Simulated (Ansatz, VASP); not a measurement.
Two plane-wave programs on BeTe

```
Be Te
1.0
     0.00000    2.82862    2.82862
     2.82862    0.00000    2.82862
     2.82862    2.82862    0.00000
Be Te
1 1
Direct
  0.00000 0.00000 0.00000
  0.25000 0.25000 0.25000
```

Alike in both runs: task single point; functional HSE06; k mesh 6 × 6 × 6; no spin polarisation.

|  | VASP | Ansatz |
| --- | --- | --- |
| version | VASP 6.6.1 | Ansatz 0.2.0 |
| potentials or method | VASP PAW PBE potentials, release 64 (Be, Te) | plane waves, PAW |
| plane-wave cutoff (eV) | 520 | 420 |
| occupations | gaussian, width 0.01 eV | fixed |
| valence electrons in the cell | 8 | 18 |

```csv
,VASP,Ansatz,Ansatz less VASP
gap on the k mesh at the Fermi level (eV),2.67,2.69,+0.022
pressure (GPa),-0.9,-0.8,+0.12
```

VASP's potentials hold 8 valence electrons a cell and Ansatz's 18, so a difference there can come from the potentials and not from the codes. Ansatz's warnings: stress exchange threshold loose, stress scf threshold loose.

Spin-orbit coupling is off throughout.
